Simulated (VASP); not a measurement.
Write the native input for VASP 6.6.1 that does the following.

```yaml
Task: single point
Functional: PBE
Potentials_or_basis: VASP PAW PBE potentials, release 64 (Cs_sv, Al, F)
Cutoff: 520 eV
k_mesh: 3 × 3 × 3
Occupations: fermi-dirac, width 0.1 eV
Spin: no spin polarisation
Dipole_correction: no
Further_INCAR_settings: ALGO = Normal; EDIFF = 1e-06; NBANDS = 47
```

The structure of Cs3AlF6 lies in POSCAR:

```
Cs3AlF6
1.0
    5.8337300000      0.0476660000     -0.8878230000
   -0.6343520000      6.5355450000      0.0140140000
    0.2299710000     -0.9628680000      5.8551940000
Cs Al F
3 1 6
Direct
    0.8322322348      0.2223864158      0.0469281455
    0.3073516114      0.2287306296      0.5851451547
    0.5269074182      0.7205199267      0.2303274936
    0.1430771558      0.8420935745      0.8744504606
    0.6255456909      0.6805324182      0.6819922398
    0.0769639032      0.8039028018      0.3242048734
    0.4670163286      0.9397169559      0.8279964156
    0.7400730762      0.4171238096      0.4862387695
    0.8764976340      0.9961988305      0.5358205088
    0.0163046125      0.6189313759      0.0382337299
```

These files were run (other wordings do the same):

INCAR

```
  ALGO = Normal
  EDIFF = 1E-6
  ENCUT = 520
  GGA = PE
  ISIF = 2
  ISMEAR = -1
  LASPH = True
  LCHARG = False
  LREAL = False
  LWAVE = False
  NBANDS = 47
  NELM = 100
  PREC = Accurate
  SIGMA = 0.1
```

KPOINTS

```
k-points
0
Gamma
  3 3 3
```

Potentials or basis: VASP PAW PBE potentials, release 64 (Cs_sv, Al, F).

Launch:

```bash
$ cat potpaw_PBE.64/Cs_sv/POTCAR potpaw_PBE.64/Al/POTCAR potpaw_PBE.64/F/POTCAR > POTCAR
$ mpirun -np 1 vasp_std > vasp.out
```

It gave:

* Pressure: 2.8 GPa
* Largest force: 4.777 eV/Å
* Band gap on the k mesh: zero (bands 36 and 37 overlap by 0.01 eV)

Caveat: the k points lie up to 0.36 Å⁻¹ apart; spin-orbit coupling is left out, which moves the levels of the heavy elements.

Run time: 2.7 min on 1 thread of Intel(R) Xeon(R) 6975P-C (Granite Rapids), with other jobs on the host, peak memory 0.38 GiB.
